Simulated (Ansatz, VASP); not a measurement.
Two plane-wave programs on FeO

Contents of INCAR:

```
PREC     = Accurate       # precision mode
ENCUT    = 700            # plane-wave cutoff, eV
EDIFF    = 1E-6           # SCF threshold, eV
ISMEAR   = -1             # smearing method
SIGMA    = 0.05           # smearing width, eV
LREAL    = False          # projectors in reciprocal space
LASPH    = True           # aspherical terms in the spheres
NELM     = 200            # most SCF steps
ALGO     = Normal         # electronic algorithm
ISIF     = 2              # what is computed and relaxed
LWAVE    = False          # write WAVECAR
LCHARG   = False          # write CHGCAR
ISPIN    = 2              # spin polarisation
MAGMOM   = 3.8 0          # initial moments
LORBIT   = 11             # projections on sites
NUPDOWN  = 3.8            # fixed moment
LMAXMIX  = 4              # l up to which the mixer works
GGA      = PE             # functional
NBANDS   = 22             # bands
GGA_COMPAT= False
```

File KPOINTS:

```
regular mesh
0
Gamma
  9 9 9
```

The input POSCAR:

```
FeO
1.0
    0.0000000000      2.1554000000      2.1554000000
    2.1554000000      0.0000000000      2.1554000000
    2.1554000000      2.1554000000      0.0000000000
Fe O
1 1
Direct
    0.0000000000      0.0000000000      0.0000000000
    0.5000000000      0.5000000000      0.5000000000
```

input.yaml

```yaml
crystal:
  lattice:
    - [0.0, 2.1554, 2.1554]
    - [2.1554, 0.0, 2.1554]
    - [2.1554, 2.1554, 0.0]
  atoms:
    - { symbol: Fe, position: [0.0, 0.0, 0.0], spin: 3.8 }
    - { symbol: O, position: [0.5, 0.5, 0.5] }
hamiltonian:
  xc: pbe
  pseudopotentials: { kind: paw }
magnetization:
  spin_polarized: true
  initial_magnetization: 3.8
  spin_locking: { lock_magnetization: hard }
kpoints:
  mp_grid: { grid: [9, 9, 9] }
scf:
  occupations: { method: fermi_dirac, width: 0.05 }
  lower_state_search: "off"
output:
  forces: true
  stress: true
  eigenvalues: true
```

Alike in both runs: task single point; functional PBE; k mesh 9 × 9 × 9; occupations fermi-dirac, width 0.05 eV; collinear spin; fixed moment 3.8 μB.

|  | VASP | Ansatz |
| --- | --- | --- |
| version | VASP 6.6.1 | Ansatz 0.2.0 |
| potentials or method | VASP PAW PBE potentials, release 64 (Fe_sv, O) | Ansatz PAW |
| plane-wave cutoff (eV) | 700 | 420 |
| valence electrons in the cell | 22 | 22 |

VASP gave:

* pressure (GPa): -3.9
* net moment per atom (μB): 1.90
* size of the moment on the site where the two differ most (μB): 3.34

Question: Which values does Ansatz return?

Answer: Pressure (GPa): -2.7; net moment per atom (μB): 1.90; size of the moment on the site where the two differ most (μB): 3.31.

Site moments also hang on the region over which each program counts them.
